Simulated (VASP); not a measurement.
Crystal: PrB.

```
Pr B
1.0
     0.00000    2.78209    2.78209
     2.78209    0.00000    2.78209
     2.78209    2.78209    0.00000
Pr B
1 1
Direct
  0.25000 0.25000 0.25000
  0.00000 0.00000 0.00000
```

The cell was built from a structure type or drawn by symmetry, and may not be a known phase.

* Program: VASP 6.6.1
* Task: relaxation of cell and atoms
* Functional: PBE
* Potentials or basis: VASP PAW PBE potentials, release 64 (Pr, B)
* Cutoff: 600 eV
* k mesh: 6 × 6 × 6
* Occupations: gaussian, width 0.1 eV
* Spin: no spin polarisation

At the start: pressure 3.4 GPa; volume 21.53 Å³/atom.

Question: Where does the relaxation end?

Answer: Over 3 steps the energy falls by 13.0 meV/atom and the volume is 22.82 Å³/atom (+6.0 %); space group F-43m (No. 216, to 0.1 Å) before and after.

The path:
```csv
step,energy change (eV),largest force (eV/Å),pressure (GPa),volume (Å³)
1,0.0000,0.0000,3.37,43.07
2,-0.0256,0.0000,-0.34,45.95
3,-0.0260,0.0000,0.03,45.64
```

Final structure:
```
Pr B
1.0
     0.00000    2.83647    2.83647
     2.83647    0.00000    2.83647
     2.83647    2.83647    0.00000
Pr B
1 1
Direct
  0.25000 0.25000 0.25000
  0.00000 0.00000 0.00000
```

Caveat: semilocal functionals describe open f shells poorly, which spoils levels, moments and volumes.
